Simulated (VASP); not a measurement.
Runs of VASP 6.6.1 on Cd. The structure is that of space group P6_3/mmc (No. 194), or close to it. The cells are those of the table. 

```csv
task,potentials or basis,cell,k mesh,cutoff (eV),gap on the mesh (eV),pressure (GPa)
single point,"VASP PAW PBE potentials, release 64 (Cd)","a = 2.888, b = 2.888, c = 5.649 Å, angles 90.0, 90.0, 120.0°, 2 atoms",20 × 20 × 9,520,none,3.4
single point,"VASP PAW PBE potentials, release 64 (Cd)","a = 2.966, b = 2.966, c = 5.802 Å, angles 90.0, 90.0, 120.0°, 2 atoms",20 × 20 × 9,520,none,-1.8
single point,"VASP PAW PBE potentials, release 64 (Cd)","a = 2.927, b = 2.927, c = 5.727 Å, angles 90.0, 90.0, 120.0°, 2 atoms",20 × 20 × 9,520,none,(a)
relaxation of cell and atoms,"VASP PAW PBE potentials, release 64 (Cd)","relaxed from a = 2.979, b = 2.979, c = 5.618 Å, angles 90.0, 90.0, 120.0°, 2 atoms",12 × 12 × 6,600,none,0.0
single point,"VASP PAW PBE potentials, release 64 (Cd)","a = 2.805, b = 2.805, c = 5.488 Å, angles 90.0, 90.0, 120.0°, 2 atoms",20 × 20 × 9,520,none,(b)
single point,"VASP PAW PBE potentials, release 64 (Cd_sv_GW)","a = 2.927, b = 2.927, c = 5.727 Å, angles 90.0, 90.0, 120.0°, 2 atoms",12 × 12 × 6,540,none,-2.2
single point,"VASP PAW PBE potentials, release 64 (Cd)","a = 2.847, b = 2.847, c = 5.570 Å, angles 90.0, 90.0, 120.0°, 2 atoms",20 × 20 × 9,520,none,7.2
```

Alike in all rows: level PBEsol; no spin polarisation; smearing fermi-dirac 0.1 eV.

Task: Fill in the values left out.

Result: (a) 0.5; (b) 12.2.

Caveats: the PAW data sets were made with another functional, which shifts forces and pressure a little; the cell stands under pressure (at least some runs).

A k mesh can miss the band edges, and the runs leave out spin-orbit coupling on Cd.

A gap of «none» marks levels without a gap at the run's occupations.

The runs don't all hold the same shells in valence.
